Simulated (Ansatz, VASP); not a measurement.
One calculation of Ru, two programs

```
CELL_PARAMETERS angstrom
2.70822 0.00000 0.00000
0.00000 2.70822 0.00000
0.00000 0.00000 24.57500
ATOMIC_POSITIONS crystal
Ru 0.50000 0.50000 0.30519
Ru 0.00000 0.00000 0.38311
Ru 0.50000 0.50000 0.46104
Ru 0.00000 0.00000 0.53896
Ru 0.50000 0.50000 0.61689
Ru 0.00000 0.00000 0.69481
```

Alike in both runs: task single point; functional PBE; k mesh 10 × 10 × 1; occupations fermi-dirac, width 0.05 eV; no spin polarisation.

```csv
,VASP,Ansatz
version,VASP 6.6.1,Ansatz 0.2.0
potentials or method,"VASP PAW PBE potentials, release 64 (Ru_pv)",Ansatz PAW
plane-wave cutoff (eV),520,420
valence electrons in the cell,84,96
```

|  | VASP | Ansatz | Ansatz less VASP |
| --- | --- | --- | --- |
| gap on the k mesh at the Fermi level (eV) | none | none | - |
| rms of the force components (eV/Å) | 0.417 | 0.418 | +0.0004 |

Atom by atom the forces differ by 0.001 eV/Å (rms over components). A gap of «none» marks a metal or a gap that the smearing closes. VASP's potentials hold 84 valence electrons a cell and Ansatz's 96, so a difference there can come from the potentials and not from the codes.
